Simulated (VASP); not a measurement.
# PtSe2 (R-3m) in VASP: settings compared

The runs below take PtSe2 through single point, relaxation of cell and atoms, with r2SCAN, PBE+D4.

All numbers are computed with VASP 6.6.1; they aren't measurements. Logs are shortened: lines on timing, memory, paths and dates and some standing lists are left out, and cuts for length are marked.

**1. The cell of the first run**

The structure is trigonal, space group R-3m (No. 166). Conventional cell: a = 3.691 Å, b = 3.691 Å, c = 17.282 Å, α = 90.00°, β = 90.00°, γ = 120.00°. Pt (site symmetry -3m) has 6 Se at 2.51 Å within 3.3 Å. Se (site symmetry 3m) has 3 Pt at 2.51 Å and 3 Se at 3.40 Å within 3.4 Å.

**2. Single point, r2SCAN**

The input, POSCAR:

```
PtSe2
1.0
    1.8457016943      1.0656163701      5.7607123488
   -1.8457016943      1.0656163701      5.7607123488
    0.0000000000     -2.1312327401      5.7607123488
Pt Se
1 2
Direct
    0.0000000000      0.0000000000      0.0000000000
    0.2567812158      0.2567812158      0.2567812158
    0.7432187842      0.7432187842      0.7432187842
```

The input, INCAR.step1:

```
SYSTEM = PtSe2
ALGO = Normal
EDIFF = 1E-4
ENCUT = 520
GGA = PE
ISMEAR = 0
LASPH = .True.
LCHARG = .False.
LREAL = .False.
LWAVE = .True.
NBANDS = 18
NELM = 100
PREC = Accurate
SIGMA = 0.01
```

The input, INCAR.step2:

```
SYSTEM = PtSe2
ALGO = Normal
EDIFF = 1E-6
ENCUT = 520
ISIF = 2
ISMEAR = 0
ISTART = 1
LASPH = .True.
LCHARG = .False.
LMIXTAU = .True.
LREAL = .False.
LWAVE = .False.
METAGGA = R2SCAN
NBANDS = 18
NELM = 100
PREC = Accurate
SIGMA = 0.01
```

The input, KPOINTS:

```
k-points
0
Gamma
  8 8 8
  0 0 0
```

Potentials or basis: VASP PAW PBE potentials, release 64 (Pt, Se).

Run with:

```console
> cat potpaw_PBE.64/Pt/POTCAR potpaw_PBE.64/Se/POTCAR > POTCAR
> cp INCAR.step1 INCAR
> mpirun -np 1 vasp_std > vasp.out
> cp INCAR.step2 INCAR
> mpirun -np 1 vasp_std > vasp.out
```

OUTCAR:

```text
SYSTEM = PtSe2
   EDIFF = 1E-6
   ENCUT = 520
   ISIF = 2
   ISMEAR = 0
   ISTART = 1
   LASPH = .True.
   LREAL = .False.
   METAGGA = R2SCAN
   NELM = 100
   PREC = Accurate

 ion  position               nearest neighbor table
   1  0.000  0.000  0.000-   3 2.51   3 2.51   2 2.51   2 2.51   3 2.51   2 2.51
   2  0.257  0.257  0.257-   1 2.51   1 2.51   1 2.51
   3  0.743  0.743  0.743-   1 2.51   1 2.51   1 2.51

  LATTYP: Found a trigonal (rhomboedric) cell.
 ALAT       =     6.1423089924
 COS(alpha) =     0.8194116636

  Lattice vectors:

 A1 = (   1.8457016943,   1.0656163701,   5.7607123488)
 A2 = (  -1.8457016943,   1.0656163701,   5.7607123488)
 A3 = (   0.0000000000,  -2.1312327401,   5.7607123488)

Analysis of symmetry for initial positions (statically):
=====================================================================
 Subroutine PRICEL returns:
 Original cell was already a primitive cell.

 Routine SETGRP: Setting up the symmetry group for a
 trigonal (rhombohedral) supercell.

 Subroutine GETGRP returns: Found 12 space group operations
 (whereof 12 operations were pure point group operations)
 out of a pool of 12 trial point group operations.

The static configuration has the point symmetry D_3d.

Analysis of symmetry for dynamics (positions and initial velocities):
=====================================================================
 Subroutine PRICEL returns:
 Original cell was already a primitive cell.

 Routine SETGRP: Setting up the symmetry group for a
 trigonal (rhombohedral) supercell.

 Subroutine GETGRP returns: Found 12 space group operations
 (whereof 12 operations were pure point group operations)
 out of a pool of 12 trial point group operations.

The dynamic configuration has the point symmetry D_3d.

 Subroutine INISYM returns: Found 12 space group operations
 (whereof 12 operations are pure point group operations),
 and found     1 'primitive' translations

----------------------------------------------------------------------------------------

                                     Primitive cell

  volume of cell :      67.9814

  direct lattice vectors                    reciprocal lattice vectors
     1.845701694  1.065616370  5.760712349     0.270899681  0.156404004  0.057863214
    -1.845701694  1.065616370  5.760712349    -0.270899681  0.156404004  0.057863214
     0.000000000 -2.131232740  5.760712349     0.000000000 -0.312808007  0.057863214

  length of vectors
     6.142308992  6.142308992  6.142308992     0.318114761  0.318114761  0.318114761

  position of ions in fractional coordinates (direct lattice)
     0.000000000  0.000000000  0.000000000
     0.256781216  0.256781216  0.256781216
     0.743218784  0.743218784  0.743218784

  ion indices of the primitive-cell ions
   primitive index   ion index
                 1           1
                 2           2
                 3           3

----------------------------------------------------------------------------------------

 KPOINTS: k-points

Automatic generation of k-mesh.
 Grid dimensions read from file:
 generate k-points for:    8    8    8

 Generating k-lattice:

  Cartesian coordinates                     Fractional coordinates (reciprocal lattice)
     0.033862460  0.019550500  0.007232902     0.125000000  0.000000000  0.000000000
    -0.033862460  0.019550500  0.007232902     0.000000000  0.125000000  0.000000000
     0.000000000 -0.039101001  0.007232902    -0.000000000 -0.000000000  0.125000000

  Length of vectors
     0.039764345  0.039764345  0.039764345

  Shift w.r.t. Gamma in fractional coordinates (k-lattice)
     0.000000000  0.000000000  0.000000000

 Subroutine IBZKPT returns following result:
 ===========================================

 Found     65 irreducible k-points:

 Following reciprocal coordinates:
            Coordinates               Weight
  0.000000  0.000000  0.000000      1.000000
  0.125000 -0.000000 -0.000000      6.000000
  0.250000 -0.000000 -0.000000      6.000000
  0.375000 -0.000000  0.000000      6.000000
  0.500000 -0.000000 -0.000000      3.000000
  0.125000  0.125000 -0.000000      6.000000
[... 16 lines left out ...]
  0.250000  0.125000  0.125000      6.000000
  0.375000  0.125000  0.125000      6.000000
 [... further k-points ...]
   k-points           NKPTS =     65   k-points in BZ     NKDIM =     65   number of bands    NBANDS=     18
   number of dos      NEDOS =    301   number of ions     NIONS =      3
   total plane-waves  NPLWV = 110592
   dimension x,y,z NGX =    48 NGY =   48 NGZ =   48
   dimension x,y,z NGXF=    96 NGYF=   96 NGZF=   96
   ions per type =               1   2
   NGX,Y,Z   is equivalent  to a cutoff of  12.99, 12.99, 12.99 a.u.
   NGXF,Y,Z  is equivalent  to a cutoff of  25.98, 25.98, 25.98 a.u.
 SYSTEM =  PtSe2
   PREC   = accura    normal or accurate (medium, high low for compatibility)
   ISTART =      1    job   : 0-new  1-cont  2-samecut
   ICHARG =      0    charge: 1-file 2-atom 10-const
   ISPIN  =      1    spin polarized calculation?
   LNONCOLLINEAR =      F non collinear calculations
   LSORBIT =      F    spin-orbit coupling
   LASPH  =      T    aspherical Exc in radial PAW
   ENCUT  =  520.0 eV  38.22 Ry    6.18 a.u.  11.42 11.42 11.42*2*pi/ulx,y,z
   NELM   =    100;   NELMIN=  2; NELMDL=  0     # of ELM steps
   EDIFF  = 0.1E-05   stopping-criterion for ELM
   LREAL  =      F    real-space projection
   EDIFFG = 0.1E-04   stopping-criterion for IOM
   NSW    =      0    number of steps for IOM
   IBRION =     -1    ionic relax: 0-MD 1-quasi-New 2-CG
   NFREE  =      0    steps in history (QN), initial steepest desc. (CG)
   ISIF   =      2    stress and relaxation
   ISYM   =      2    0-nonsym 1-usesym 2-fastsym
   POTIM  = 0.5000    time-step for ionic-motion
   TEBEG  =    0.0;   TEEND  =   0.0 temperature during run
   PSTRESS=    0.0 pullay stress
   NELECT =      22.0000    total number of electrons
   NUPDOWN=      -1.0000    fix difference up-down
   EMIN   =  10.00;   EMAX   =-10.00  energy-range for DOS
   EFERMI =   0.00;   METHOD = LEGACY
   ISMEAR =     0;   SIGMA  =   0.01  broadening in eV -4-tet -1-fermi 0-gaus
   EFERMI_NEDOS =   21; number of points for ismear=-14 and -15
   IALGO  =     38    algorithm
   IMIX   =      4    mixing-type and parameters
     AMIX     =   0.40;   BMIX     =  1.00
     AMIX_MAG =   1.60;   BMIX_MAG =  1.00
  volume/ion in A,a.u.               =      22.66       152.92
  Fermi-wavevector in a.u.,A,eV,Ry     =   1.123964  2.123984 17.188177  1.263295
  Thomas-Fermi vector in A             =   2.260633
   LORBIT       =      0    0 simple, 1 ext, 2 COOP (PROOUT), +10 PAW based schemes
   METAGGA = R2SCAN    functional components
   LHFCALC =     F    Hartree Fock is set to
   AEXX    =    0.0000 exact exchange contribution
   IVDW    =     0    specifies the selected vdW correction
   LEPSILON=     F    determine dielectric tensor
   LRPA    =     F    only Hartree local field effects (RPA)
 non-spin polarized calculation
 Gauss-broadening in eV      SIGMA  =   0.01
  energy-cutoff  :      520.00
  volume of cell :       67.98
 maximum number of plane-waves:      1845
 NGX is ok and might be reduce to    48
   NGX = 23   NGY = 23   NGZ = 23

 number of electron      22.0000000 magnetization

 Free energy of the ion-electron system (eV)
  ---------------------------------------------------
  ext. energy  EPLUGINS =         0.00000000
  ---------------------------------------------------
  free energy    TOTEN  =       -81.48179047 eV

  energy without entropy =      -81.48179047  energy(sigma->0) =      -81.48179047

 E-fermi :   4.6978     XC(G=0): -10.5277

 val. band max:        4.6099571541   @ k =   0.0000   0.0000   0.0000
 cond. band min:       5.1252033233   @ k =  -0.2500   0.2500   0.0000
 fundamental gap:      0.5152461693
 Fermi energy:         4.6978083826

 k-point     1 :       0.0000    0.0000    0.0000
  band No.  band energies     occupation
      1     -10.7939      2.00000
      2      -8.6058      2.00000
      3      -1.9450      2.00000
      4      -1.3757      2.00000
      5      -1.3757      2.00000
      6       0.9146      2.00000
[... 10 lines left out ...]
     17      12.6612      0.00000
     18      16.0335      0.00000

 k-point     2 :       0.1250   -0.0000   -0.0000
  band No.  band energies     occupation
      1     -10.6118      2.00000
      2      -8.6407      2.00000
      3      -1.7449      2.00000
      4      -1.3328      2.00000
      5      -1.2723      2.00000
      6       0.6717      2.00000
[... 10 lines left out ...]
     17      13.3391      0.00000
     18      15.1226      0.00000

 k-point     3 :       0.2500   -0.0000   -0.0000
  band No.  band energies     occupation
      1     -10.1199      2.00000
      2      -8.7250      2.00000
      3      -1.4882      2.00000
      4      -1.0564      2.00000
      5      -0.8957      2.00000
      6      -0.2235      2.00000
[... 10 lines left out ...]
     17      14.3083      0.00000
     18      14.7334      0.00000

 k-point     4 :       0.3750   -0.0000    0.0000
  band No.  band energies     occupation
      1      -9.5165      2.00000
      2      -8.8142      2.00000
      3      -1.8611      2.00000
      4      -0.9510      2.00000
      5      -0.7653      2.00000
      6      -0.0393      2.00000
[... 10 lines left out ...]
     17      14.8544      0.00000
     18      15.2799      0.00000

 k-point     5 :       0.5000   -0.0000   -0.0000
  band No.  band energies     occupation
      1      -9.2052      2.00000
      2      -8.8640      2.00000
      3      -2.3282      2.00000
      4      -0.9504      2.00000
      5      -0.5160      2.00000
      6       0.1877      2.00000
[... 10 lines left out ...]
     17      15.0515      0.00000
     18      15.2587      0.00000

 k-point     6 :       0.1250    0.1250   -0.0000
  band No.  band energies     occupation
      1     -10.6026      2.00000
      2      -8.6596      2.00000
      3      -1.7005      2.00000
      4      -1.3387      2.00000
      5      -1.2731      2.00000
      6       0.6602      2.00000
[... 10 lines left out ...]
     17      13.4593      0.00000
     18      15.0419      0.00000

 k-point     7 :       0.2500    0.1250   -0.0000
  band No.  band energies     occupation
      1     -10.2558      2.00000
      2      -8.7295      2.00000
      3      -1.4572      2.00000
      4      -1.1381      2.00000
      5      -1.0977      2.00000
      6       0.3182      2.00000
[... 10 lines left out ...]
     17      14.3128      0.00000
     18      14.5483      0.00000

 k-point     8 :       0.3750    0.1250    0.0000
  band No.  band energies     occupation
      1      -9.6928      2.00000
      2      -8.8096      2.00000
      3      -1.4520      2.00000
      4      -1.1749      2.00000
      5      -0.5379      2.00000
      6      -0.3178      2.00000
[... 10 lines left out ...]
     17      13.9950      0.00000
     18      14.3453      0.00000
[... 229 lines left out ...]
     17      13.1606      0.00000
     18      14.5150      0.00000

 k-point    20 :      -0.3750    0.3750    0.0000
  band No.  band energies     occupation
      1      -8.9361      2.00000
      2      -8.9343      2.00000
      3      -1.9409      2.00000
      4      -1.0955      2.00000
      5      -0.7843      2.00000
      6       0.0550      2.00000
[... 10 lines left out ...]
     17      13.6267      0.00000
     18      15.5985      0.00000

 k-point    21 :       0.5000    0.5000   -0.0000
  band No.  band energies     occupation
      1      -9.0991      2.00000
      2      -8.9561      2.00000
      3      -2.5848      2.00000
      4      -0.8864      2.00000
      5      -0.3123      2.00000
      6       0.0158      2.00000
[... 10 lines left out ...]
     17      13.3869      0.00000
     18      13.9117      0.00000

 k-point    22 :       0.1250    0.1250    0.1250
  band No.  band energies     occupation
      1     -10.7673      2.00000
      2      -8.6650      2.00000
      3      -1.8227      2.00000
      4      -1.3725      2.00000
      5      -1.3725      2.00000
      6       0.9151      2.00000
[... 10 lines left out ...]
     17      12.7257      0.00000
     18      15.6198      0.00000

 k-point    23 :       0.2500    0.1250    0.1250
  band No.  band energies     occupation
      1     -10.5699      2.00000
      2      -8.7241      2.00000
      3      -1.6562      2.00000
      4      -1.2642      2.00000
      5      -1.2557      2.00000
      6       0.6766      2.00000
[... 10 lines left out ...]
     17      13.3300      0.00000
     18      14.7834      0.00000

 k-point    24 :       0.3750    0.1250    0.1250
  band No.  band energies     occupation
      1     -10.0706      2.00000
      2      -8.7988      2.00000
      3      -1.5999      2.00000
      4      -1.0438      2.00000
      5      -0.6825      2.00000
      6      -0.2332      2.00000
[... 10 lines left out ...]
     17      14.1447      0.00000
     18      14.7137      0.00000

 [... further k-points ...]

------------------------ aborting loop because EDIFF is reached ----------------------------------------

  FORCE on cell =-STRESS in cart. coord.  units (eV):
  Direction    XX          YY          ZZ          XY          YZ          ZX
  --------------------------------------------------------------------------------------
  -------------------------------------------------------------------------------------
  Total        0.5758915      0.5758915      0.5124944      0.0000000      0.0000000      0.0000000
  in kB       13.5725500     13.5725500     12.0784135      0.0000000      0.0000000      0.0000000
  external PRESSURE =      13.0745045 kB  Pullay stress =       0.0000000 kB

 VOLUME and BASIS-vectors are now :
 -----------------------------------------------------------------------------
  energy-cutoff  :      520.00
  volume of cell :       67.98
      direct lattice vectors                 reciprocal lattice vectors
     1.845701694  1.065616370  5.760712349     0.270899681  0.156404004  0.057863214
    -1.845701694  1.065616370  5.760712349    -0.270899681  0.156404004  0.057863214
     0.000000000 -2.131232740  5.760712349     0.000000000 -0.312808007  0.057863214

 POSITION                                       TOTAL-FORCE (eV/Angst)
 -----------------------------------------------------------------------------------
      0.00000      0.00000      0.00000         0.000000     -0.000000      0.000000
      0.00000      0.00000      4.43773        -0.000000      0.000000      0.014439
      0.00000      0.00000     12.84441        -0.000000     -0.000000     -0.014439
 -----------------------------------------------------------------------------------
    total drift:                                0.000000      0.000000     -0.000000

  FREE ENERGIE OF THE ION-ELECTRON SYSTEM (eV)
  ---------------------------------------------------
  free  energy   TOTEN  =       -81.4817904661 eV

  energy  without entropy=      -81.4817904661  energy(sigma->0) =      -81.48179047
```

Run time: 19 min. Hardware: 1 thread of Intel Xeon 8259CL, shared host; peak memory 0.4 GiB.

Results:

```
Free energy            : -81.4818 eV
Pressure               : 1.3 GPa
Largest force          : 0.014 eV/Å
Band gap on the k mesh : 0.52 eV (least direct gap 0.99 eV)
```

Forces on the atoms (eV/Å):
```
Pt   0.000  0.000  0.000
Se   0.000  0.000  0.014
Se   0.000  0.000 -0.014
```

Levels at points of the mesh, in eV from the valence-band top:
| k point | band 8 | band 9 | band 10 | band 11 | band 12 | band 13 | band 14 | band 15 |
| --- | --- | --- | --- | --- | --- | --- | --- | --- |
| (0.00, 0.00, 0.00) | -2.23 | -0.57 | -0.57 | 0.00 | 2.42 | 2.42 | 4.94 | 5.17 |
| (0.50, 0.00, 0.00) | -3.05 | -2.68 | -2.51 | -2.41 | 1.53 | 1.96 | 5.38 | 6.13 |
| (0.50, 0.50, 0.00) | -3.12 | -2.75 | -2.66 | -1.83 | 2.52 | 2.55 | 3.65 | 5.81 |
| (0.50, 0.50, 0.50) | -2.30 | -1.66 | -0.76 | -0.76 | 2.60 | 2.60 | 5.64 | 6.78 |

Caveat: the PAW data sets were made with another functional, which shifts forces and pressure a little; spin-orbit coupling is left out, which moves the levels of the heavy elements. A k mesh can miss the band edges.

**3. Relaxation of cell and atoms, PBE+D4**

This run uses another cell than the first one, of 21.99 Å³/atom.

The input, INCAR:

```
PREC = Accurate
ENCUT = 600
EDIFF = 1E-6
ISMEAR = -1
SIGMA = 0.02
LREAL = F
LASPH = T
NELM = 100
ALGO = Normal
ISIF = 3
LWAVE = F
LCHARG = F
GGA = PE
IVDW = 13
IBRION = 2
NSW = 80
EDIFFG = -0.005
```

The input, KPOINTS:

```
regular mesh
0
Gamma
  8 8 8
```

The input, POSCAR:

```
PtSe2
1.0
    1.8550552203      1.0710166308      5.5340639825
   -1.8550552203      1.0710166308      5.5340639825
    0.0000000000     -2.1420332616      5.5340639825
Pt Se
1 2
Direct
    0.0000000000      0.0000000000      0.0000000000
    0.2537812901      0.2537812901      0.2537812901
    0.7462187099      0.7462187099      0.7462187099
```

Potentials or basis: VASP PAW PBE potentials, release 64 (Pt, Se).

Run with:

```console
> cat potpaw_PBE.64/Pt/POTCAR potpaw_PBE.64/Se/POTCAR > POTCAR
> mpirun -np 1 vasp_std > vasp.out
```

Wall time 20 min (1 thread of Intel Xeon 8259CL, shared host); peak memory 0.38 GiB.

It converged, with:

| Quantity | Value |
| --- | --- |
| Free energy | -15.6028 eV |
| Relaxed volume | 22.02 Å³/atom |
| Relaxed cell | a = 5.943 Å, b = 5.943 Å, c = 5.943 Å, α = 36.37°, β = 36.37°, γ = 36.37° |
| Space group after relaxing (to 0.1 Å) | R-3m (No. 166) |
| Energy gained by relaxing | 0.0 meV/atom |
| Ionic steps | 12 |
| Pressure after relaxing | 0.0 GPa |
| Largest force after relaxing | 0.004 eV/Å |
| Band gap on the k mesh | zero (bands 11 and 12 overlap by 0.01 eV) |
| Dispersion energy per atom | -0.460 eV |

Forces on the atoms (eV/Å):
```
Pt   0.000  0.000  0.000
Se   0.000  0.000  0.004
Se   0.000  0.000 -0.004
```

Final structure:
```xyz
3
Lattice="1.8548 1.0709 5.5436 -1.8548 1.0709 5.5436 0.0000 -2.1417 5.5436" Properties=species:S:1:pos:R:3 pbc="T T T"
Pt    0.0000    0.0000   16.6307
Se    0.0000    0.0000    4.2214
Se    0.0000    0.0000   12.4094
```

Levels at points of the mesh, in eV from the Fermi level:
| k point | band 9 | band 10 | band 11 | band 12 | band 13 | band 14 |
| --- | --- | --- | --- | --- | --- | --- |
| (0.00, 0.00, 0.00) | -0.75 | -0.75 | 0.05 | 1.93 | 1.93 | 4.12 |
| (0.50, 0.00, 0.00) | -2.76 | -2.76 | -2.50 | 1.03 | 1.43 | 4.93 |
| (0.50, 0.50, 0.00) | -2.87 | -2.84 | -1.82 | 2.19 | 2.20 | 3.00 |
| (0.50, 0.50, 0.50) | -1.84 | -1.04 | -1.04 | 2.20 | 2.20 | 4.94 |

Caveat: spin-orbit coupling is left out, which moves the levels of the heavy elements.

The gap in the log of VASP goes by the Fermi energy; the results here count the filled bands.